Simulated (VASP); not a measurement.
# YNb4N (P4/mmm) in VASP: notebook

Runs on YNb4N. Level: PBE. Tasks: relaxation of cell and atoms, single point.

All numbers are computed with VASP 6.6.1; they aren't measurements. Logs are shortened: lines on timing, memory, paths and dates and some standing lists are left out, and cuts for length are marked.

## (1) The cell of the first run

Symmetry: P4/mmm, No. 123, tetragonal system. The conventional cell has a = 3.770 Å, b = 3.770 Å, c = 5.624 Å, α = 90.00°, β = 90.00°, γ = 90.00°. Y (site symmetry 4/mmm) has 8 Nb at 2.40 Å within 3.2 Å. Nb (site symmetry 2mm) has 2 N at 2.30 Å and 2 Y at 2.40 Å and 6 Nb at 2.65 to 2.98 Å within 3.0 Å. N (site symmetry 4/mmm) has 8 Nb at 2.30 Å within 3.0 Å.

The cell was generated, and may not be a known phase.

## (2) Relaxation of cell and atoms, PBE

Contents of INCAR:

```
PREC = Accurate
ENCUT = 600
EDIFF = 1E-7
ISMEAR = 0
SIGMA = 0.1
LREAL = F
LASPH = T
NELM = 80
ALGO = Normal
ISIF = 3
LWAVE = F
LCHARG = F
GGA = PE
IBRION = 2
NSW = 90
EDIFFG = -0.04
```

Contents of KPOINTS:

```
regular mesh
0
Gamma
  4 4 4
```

Contents of POSCAR:

```
YNb4N
1.0
    3.7701246700      0.0000000000      0.0000000000
    0.0000000000      3.7701246700      0.0000000000
    0.0000000000      0.0000000000      5.6243602500
Y Nb N
1 4 1
Direct
    0.5000000000      0.5000000000      0.5000000000
    0.0000000000      0.5000000000      0.7644799900
    0.5000000000      0.0000000000      0.7644799900
    0.0000000000      0.5000000000      0.2355200100
    0.5000000000      0.0000000000      0.2355200100
    0.0000000000      0.0000000000      0.0000000000
```

Potentials or basis: VASP PAW PBE potentials, release 64 (Y_sv, Nb_sv, N).

Command:

```
$ cat potpaw_PBE.64/Y_sv/POTCAR potpaw_PBE.64/Nb_sv/POTCAR potpaw_PBE.64/N/POTCAR > POTCAR
$ mpirun -np 1 vasp_std > vasp.out
```

OUTCAR:

```text
PREC = Accurate
   ENCUT = 600
   EDIFF = 1E-7
   ISMEAR = 0
   LREAL = F
   LASPH = T
   NELM = 80
   ISIF = 3
   GGA = PE
   IBRION = 2
   NSW = 90
   EDIFFG = -0.04

 ion  position               nearest neighbor table
   1  0.500  0.500  0.500-   2 2.40   3 2.40   4 2.40   5 2.40   3 2.40   5 2.40   2 2.40   4 2.40

   2  0.000  0.500  0.764-   6 2.30   6 2.30   1 2.40   1 2.40   4 2.65   3 2.67   3 2.67   3 2.67
                             3 2.67   4 2.98
   3  0.500  0.000  0.764-   6 2.30   6 2.30   1 2.40   1 2.40   5 2.65   2 2.67   2 2.67   2 2.67
                             2 2.67   5 2.98
   4  0.000  0.500  0.236-   6 2.30   6 2.30   1 2.40   1 2.40   2 2.65   5 2.67   5 2.67   5 2.67
                             5 2.67   2 2.98
   5  0.500  0.000  0.236-   6 2.30   6 2.30   1 2.40   1 2.40   3 2.65   4 2.67   4 2.67   4 2.67
                             4 2.67   3 2.98
   6  0.000  0.000  0.000-   2 2.30   3 2.30   4 2.30   5 2.30   2 2.30   4 2.30   3 2.30   5 2.30

  LATTYP: Found a simple tetragonal cell.
 ALAT       =     3.7701246700
 C/A-ratio  =     1.4918234123

  Lattice vectors:

 A1 = (   3.7701246700,   0.0000000000,   0.0000000000)
 A2 = (   0.0000000000,   3.7701246700,   0.0000000000)
 A3 = (   0.0000000000,   0.0000000000,   5.6243602500)

Analysis of symmetry for initial positions (statically):
=====================================================================
 Subroutine PRICEL returns:
 Original cell was already a primitive cell.

 Routine SETGRP: Setting up the symmetry group for a
 simple tetragonal supercell.

 Subroutine GETGRP returns: Found 16 space group operations
 (whereof 16 operations were pure point group operations)
 out of a pool of 16 trial point group operations.

The static configuration has the point symmetry D_4h.

Analysis of symmetry for dynamics (positions and initial velocities):
=====================================================================
 Subroutine PRICEL returns:
 Original cell was already a primitive cell.

 Routine SETGRP: Setting up the symmetry group for a
 simple tetragonal supercell.

 Subroutine GETGRP returns: Found 16 space group operations
 (whereof 16 operations were pure point group operations)
 out of a pool of 16 trial point group operations.

The dynamic configuration has the point symmetry D_4h.

 Subroutine INISYM returns: Found 16 space group operations
 (whereof 16 operations are pure point group operations),
 and found     1 'primitive' translations

----------------------------------------------------------------------------------------

                                     Primitive cell

  volume of cell :      79.9438

  direct lattice vectors                    reciprocal lattice vectors
     3.770124670  0.000000000  0.000000000     0.265243218  0.000000000  0.000000000
     0.000000000  3.770124670  0.000000000     0.000000000  0.265243218  0.000000000
     0.000000000  0.000000000  5.624360250     0.000000000  0.000000000  0.177797999

  length of vectors
     3.770124670  3.770124670  5.624360250     0.265243218  0.265243218  0.177797999

  position of ions in fractional coordinates (direct lattice)
     0.500000000  0.500000000  0.500000000
     0.000000000  0.500000000  0.764479990
     0.500000000  0.000000000  0.764479990
     0.000000000  0.500000000  0.235520010
     0.500000000  0.000000000  0.235520010
     0.000000000  0.000000000  0.000000000

  ion indices of the primitive-cell ions
   primitive index   ion index
                 1           1
                 2           2
                 3           3
                 4           4
                 5           5
                 6           6

----------------------------------------------------------------------------------------

 KPOINTS: regular mesh

Automatic generation of k-mesh.
 Grid dimensions read from file:
 generate k-points for:    4    4    4

 Generating k-lattice:

  Cartesian coordinates                     Fractional coordinates (reciprocal lattice)
     0.066310805  0.000000000  0.000000000     0.250000000  0.000000000  0.000000000
     0.000000000  0.066310805  0.000000000     0.000000000  0.250000000  0.000000000
     0.000000000  0.000000000  0.044449500     0.000000000  0.000000000  0.250000000

  Length of vectors
     0.066310805  0.066310805  0.044449500

  Shift w.r.t. Gamma in fractional coordinates (k-lattice)
     0.000000000  0.000000000  0.000000000

 Subroutine IBZKPT returns following result:
 ===========================================

 Found     18 irreducible k-points:

 Following reciprocal coordinates:
            Coordinates               Weight
  0.000000  0.000000  0.000000      1.000000
  0.250000  0.000000  0.000000      4.000000
  0.500000  0.000000  0.000000      2.000000
  0.250000  0.250000  0.000000      4.000000
  0.500000  0.250000  0.000000      4.000000
  0.500000  0.500000  0.000000      1.000000
[... 10 lines left out ...]
  0.500000  0.250000  0.500000      4.000000
  0.500000  0.500000  0.500000      1.000000
   k-points           NKPTS =     18   k-points in BZ     NKDIM =     18   number of bands    NBANDS=     40
   number of dos      NEDOS =    301   number of ions     NIONS =      6
   total plane-waves  NPLWV =  43200
   dimension x,y,z NGX =    30 NGY =   30 NGZ =   48
   dimension x,y,z NGXF=    60 NGYF=   60 NGZF=   96
   ions per type =               1   4   1
   NGX,Y,Z   is equivalent  to a cutoff of  13.23, 13.23, 14.19 a.u.
   NGXF,Y,Z  is equivalent  to a cutoff of  26.46, 26.46, 28.38 a.u.
 SYSTEM =  unknown system
   PREC   = accura    normal or accurate (medium, high low for compatibility)
   ISTART =      0    job   : 0-new  1-cont  2-samecut
   ICHARG =      2    charge: 1-file 2-atom 10-const
   ISPIN  =      1    spin polarized calculation?
   LNONCOLLINEAR =      F non collinear calculations
   LSORBIT =      F    spin-orbit coupling
   LASPH  =      T    aspherical Exc in radial PAW
   ENCUT  =  600.0 eV  44.10 Ry    6.64 a.u.   7.53  7.53 11.23*2*pi/ulx,y,z
   NELM   =     80;   NELMIN=  2; NELMDL= -5     # of ELM steps
   EDIFF  = 0.1E-06   stopping-criterion for ELM
   LREAL  =      F    real-space projection
   EDIFFG = -.4E-01   stopping-criterion for IOM
   NSW    =     90    number of steps for IOM
   IBRION =      2    ionic relax: 0-MD 1-quasi-New 2-CG
   NFREE  =      1    steps in history (QN), initial steepest desc. (CG)
   ISIF   =      3    stress and relaxation
   ISYM   =      2    0-nonsym 1-usesym 2-fastsym
   POTIM  = 0.5000    time-step for ionic-motion
   TEBEG  =    0.0;   TEEND  =   0.0 temperature during run
   PSTRESS=    0.0 pullay stress
   NELECT =      68.0000    total number of electrons
   NUPDOWN=      -1.0000    fix difference up-down
   EMIN   =  10.00;   EMAX   =-10.00  energy-range for DOS
   EFERMI =   0.00;   METHOD = LEGACY
   ISMEAR =     0;   SIGMA  =   0.10  broadening in eV -4-tet -1-fermi 0-gaus
   EFERMI_NEDOS =   21; number of points for ismear=-14 and -15
   IALGO  =     38    algorithm
   IMIX   =      4    mixing-type and parameters
     AMIX     =   0.40;   BMIX     =  1.00
     AMIX_MAG =   1.60;   BMIX_MAG =  1.00
  volume/ion in A,a.u.               =      13.32        89.91
  Fermi-wavevector in a.u.,A,eV,Ry     =   1.551135  2.931220 32.735890  2.406020
  Thomas-Fermi vector in A             =   2.655698
   LORBIT       =      0    0 simple, 1 ext, 2 COOP (PROOUT), +10 PAW based schemes
   GGA     = PE    functional components
   LHFCALC =     F    Hartree Fock is set to
   AEXX    =    0.0000 exact exchange contribution
   IVDW    =     0    specifies the selected vdW correction
   LEPSILON=     F    determine dielectric tensor
   LRPA    =     F    only Hartree local field effects (RPA)
 conjugate gradient relaxation of ions
 non-spin polarized calculation
 Gauss-broadening in eV      SIGMA  =   0.10
  energy-cutoff  :      600.00
  volume of cell :       79.94
 maximum number of plane-waves:      2695
   NGX = 15   NGY = 15   NGZ = 23

--------------------------------------- Ionic step        1  -------------------------------------------

 number of electron      68.0000002 magnetization

 Free energy of the ion-electron system (eV)
  ---------------------------------------------------
  ext. energy  EPLUGINS =         0.00000000
  ---------------------------------------------------
  free energy    TOTEN  =       -43.42489171 eV

  energy without entropy =      -43.37425803  energy(sigma->0) =      -43.39957487

 E-fermi :  13.1123     XC(G=0): -13.3109

 val. band max:       13.1004380985   @ k =   0.2500   0.2500   0.2500
 cond. band min:      13.1173087975   @ k =   0.5000   0.0000   0.0000
 fundamental gap:      0.0168706990
 Fermi energy:        13.1123479654

 k-point     1 :       0.0000    0.0000    0.0000
  band No.  band energies     occupation
      1     -42.0375      2.00000
      2     -41.8377      2.00000
      3     -41.5112      2.00000
      4     -41.3568      2.00000
      5     -28.1314      2.00000
      6     -18.9738      2.00000
[... 800 lines left out ...]
  energy  without entropy=      -43.3742580257  energy(sigma->0) =      -43.39957487

--------------------------------------- Ionic step        2  -------------------------------------------

 number of electron      68.0000012 magnetization

 E-fermi :   4.4668     XC(G=0):  -9.6533

 val. band max:        4.4579294918   @ k =   0.5000   0.0000   0.2500
 cond. band min:       4.5023799078   @ k =   0.5000   0.2500   0.2500
 fundamental gap:      0.0444504160
 Fermi energy:         4.4668466574

 k-point     1 :       0.0000    0.0000    0.0000
  band No.  band energies     occupation
      1     -50.9587      2.00000
      2     -50.9379      2.00000
      3     -50.9318      2.00000
      4     -50.9115      2.00000
      5     -37.2466      2.00000
      6     -27.0693      2.00000
[... 836 lines left out ...]
  FREE ENERGIE OF THE ION-ELECTRON SYSTEM (eV)
  ---------------------------------------------------
  free  energy   TOTEN  =       -49.3089097727 eV

  energy  without entropy=      -49.2615805188  energy(sigma->0) =      -49.28524515

[... ionic steps 4 to 17 ...]

--------------------------------------- Ionic step       18  -------------------------------------------

 number of electron      68.0000002 magnetization

------------------------ aborting loop because EDIFF is reached ----------------------------------------

  FORCE on cell =-STRESS in cart. coord.  units (eV):
  Direction    XX          YY          ZZ          XY          YZ          ZX
  --------------------------------------------------------------------------------------
  -------------------------------------------------------------------------------------
  Total        0.4294813      0.4294813     -0.5772201      0.0000000     -0.0000000     -0.0000000
  in kB        5.8112027      5.8112027     -7.8102187      0.0000000     -0.0000000     -0.0000000
  external PRESSURE =       1.2707289 kB  Pullay stress =       0.0000000 kB
[... 65 lines left out ...]
  energy  without entropy=      -53.1658213212  energy(sigma->0) =      -53.17844327

--------------------------------------- Ionic step       20  -------------------------------------------

 number of electron      68.0000005 magnetization

 Free energy of the ion-electron system (eV)
  ---------------------------------------------------
  ext. energy  EPLUGINS =         0.00000000
  ---------------------------------------------------
  free energy    TOTEN  =       -53.19201054 eV

  energy without entropy =      -53.16722734  energy(sigma->0) =      -53.17961894

 E-fermi :   8.2020     XC(G=0): -11.2119

 val. band max:        8.1975569091   @ k =   0.0000   0.0000   0.5000
 cond. band min:       8.2073483180   @ k =   0.2500   0.0000   0.0000
 fundamental gap:      0.0097914089
 Fermi energy:         8.2020208719

 k-point     1 :       0.0000    0.0000    0.0000
  band No.  band energies     occupation
      1     -46.8041      2.00000
      2     -46.6563      2.00000
      3     -46.4760      2.00000
      4     -46.3386      2.00000
      5     -34.1504      2.00000
      6     -23.4054      2.00000
[... 796 lines left out ...]
  FREE ENERGIE OF THE ION-ELECTRON SYSTEM (eV)
  ---------------------------------------------------
  free  energy   TOTEN  =       -53.1920105435 eV

  energy  without entropy=      -53.1672273384  energy(sigma->0) =      -53.17961894

 reached required accuracy - stopping structural energy minimisation
```

Run time: 44 min. Hardware: 1 thread of Intel Xeon 8259CL, shared host; peak memory 0.26 GiB.

What came out:

* Free energy: -53.1920 eV
* Relaxed volume: 19.63 Å³/atom
* Relaxed cell: a = 3.891 Å, b = 3.891 Å, c = 7.778 Å, α = 90.00°, β = 90.00°, γ = 90.00°
* Space group after relaxing (to 0.1 Å): P4/mmm (No. 123)
* Energy gained by relaxing: 1627.9 meV/atom
* Ionic steps: 20
* Pressure after relaxing: 0.1 GPa
* Largest force after relaxing: 0.007 eV/Å
* Band gap on the k mesh: zero (bands 34 and 35 overlap by 0.35 eV)

Forces in eV/Å, atoms in the order of the input:
```
Y    0.000  0.000  0.000
Nb   0.000  0.000 -0.007
Nb   0.000  0.000 -0.007
Nb   0.000  0.000  0.007
Nb   0.000  0.000  0.007
N    0.000  0.000  0.000
```

Step by step:
```csv
step,energy change (eV),largest force (eV/Å),pressure (GPa),volume (Å³)
1,0.0000,3.0048,70.72,79.94
2,-1.0604,2.1936,-21.93,169.12
3,-5.8840,2.5833,-5.36,116.04
4,-5.9081,2.5851,-3.55,113.83
5,-5.9101,2.5868,-2.44,112.58
6,-7.2980,1.7395,-0.99,112.49
7,-5.8018,8.7490,25.67,111.51
8,-8.0521,0.3310,3.26,112.33
9,-8.1224,1.1992,5.66,112.23
10,-8.6232,1.3558,4.92,113.92
11,-9.2850,2.5035,5.14,118.20
12,-9.6585,0.8965,-0.71,121.02
13,-9.7002,0.2776,-3.29,122.53
14,-9.7003,0.3108,-3.15,122.45
15,-9.7374,0.2705,-1.65,120.63
16,-9.7529,0.2311,0.16,118.62
17,-9.7530,0.2286,0.28,118.50
18,-9.7586,0.1589,0.13,118.41
19,-9.7662,0.0472,-0.30,118.15
20,-9.7671,0.0074,0.14,117.77
```

Final structure:
```yaml
crystal:
  lattice:
    - [3.89110, 0.00000, 0.00000]
    - [0.00000, 3.89110, 0.00000]
    - [0.00000, 0.00000, 7.77835]
  atoms:
    - { symbol: Y, position: [0.50000, 0.50000, 0.50000] }
    - { symbol: Nb, position: [0.00000, 0.50000, 0.83207] }
    - { symbol: Nb, position: [0.50000, 0.00000, 0.83207] }
    - { symbol: Nb, position: [0.00000, 0.50000, 0.16793] }
    - { symbol: Nb, position: [0.50000, 0.00000, 0.16793] }
    - { symbol: N, position: [0.00000, 0.00000, 0.00000] }
```

Caveat: the k points lie up to 0.40 Å⁻¹ apart in the final cell; the volume moved by over 15 % at a fixed basis, so the end points are rough.

## (3) Single point, PBE

This run uses another cell than the first one, of 19.86 Å³/atom.

Contents of INCAR:

```
SYSTEM = YNb4N
ALGO     = Normal         ! electronic algorithm
EDIFF    = 1E-6           ! SCF threshold, eV
ENCUT    = 520            ! plane-wave cutoff, eV
GGA      = PE             ! functional
ISIF     = 2              ! what is computed and relaxed
ISMEAR   = 0              ! smearing method
LASPH    = .TRUE.         ! aspherical terms in the spheres
LCHARG   = .FALSE.        ! write CHGCAR
LREAL    = .FALSE.        ! projectors in reciprocal space
LWAVE    = .FALSE.        ! write WAVECAR
NBANDS   = 43             ! bands
NELM     = 100            ! most SCF steps
PREC     = Accurate       ! precision mode
SIGMA    = 0.1            ! smearing width, eV
```

Contents of KPOINTS:

```
k-points
0
G
  10 10 6
  0 0 0
```

Contents of POSCAR:

```
YNb4N
1.0
    3.8820872110      0.0000000000      0.0000000000
    0.0000000000      3.8820872110      0.0000000000
    0.0000000000      0.0000000000      7.9080868863
Y Nb N
1 4 1
Direct
    0.5000000000      0.5000000000      0.5000000000
    0.0000000000      0.5000000000      0.8332617698
    0.5000000000      0.0000000000      0.8332617698
    0.0000000000      0.5000000000      0.1667382302
    0.5000000000      0.0000000000      0.1667382302
    0.0000000000      0.0000000000      0.0000000000
```

Potentials or basis: VASP PAW PBE potentials, release 64 (Y_sv, Nb_sv, N).

Command:

```
$ cat potpaw_PBE.64/Y_sv/POTCAR potpaw_PBE.64/Nb_sv/POTCAR potpaw_PBE.64/N/POTCAR > POTCAR
$ mpirun -np 1 vasp_std > vasp.out
```

Run time: 9.2 min. Hardware: 1 thread of Intel Xeon 8259CL, shared host; peak memory 0.51 GiB.

The run converged. Its results:

```
Free energy            : -53.3169 eV
Pressure               : -0.2 GPa
Largest force          : 0.003 eV/Å
Band gap on the k mesh : zero (bands 34 and 35 overlap by 0.43 eV)
```

Forces on the atoms (eV/Å):
```
Y    0.000  0.000  0.000
Nb   0.000  0.000  0.003
Nb   0.000  0.000  0.003
Nb   0.000  0.000 -0.003
Nb   0.000  0.000 -0.003
N    0.000  0.000  0.000
```

Levels at points of the mesh, in eV from the Fermi level:
| k point | band 32 | band 33 | band 34 | band 35 | band 36 | band 37 |
| --- | --- | --- | --- | --- | --- | --- |
| (0.00, 0.00, 0.00) | -0.27 | -0.27 | 0.14 | 0.24 | 0.24 | 1.56 |
| (0.50, 0.00, 0.00) | -0.91 | 0.02 | 0.03 | 0.17 | 0.45 | 0.92 |
| (0.50, 0.50, 0.00) | -0.64 | -0.17 | -0.17 | -0.17 | 0.23 | 0.23 |
| (0.00, 0.00, 0.50) | -0.24 | -0.24 | -0.24 | 0.04 | 0.34 | 0.34 |
| (0.50, 0.00, 0.50) | -0.68 | -0.51 | -0.20 | 0.21 | 0.28 | 0.42 |
| (0.50, 0.50, 0.50) | -1.33 | -0.74 | -0.74 | 1.14 | 1.21 | 1.21 |
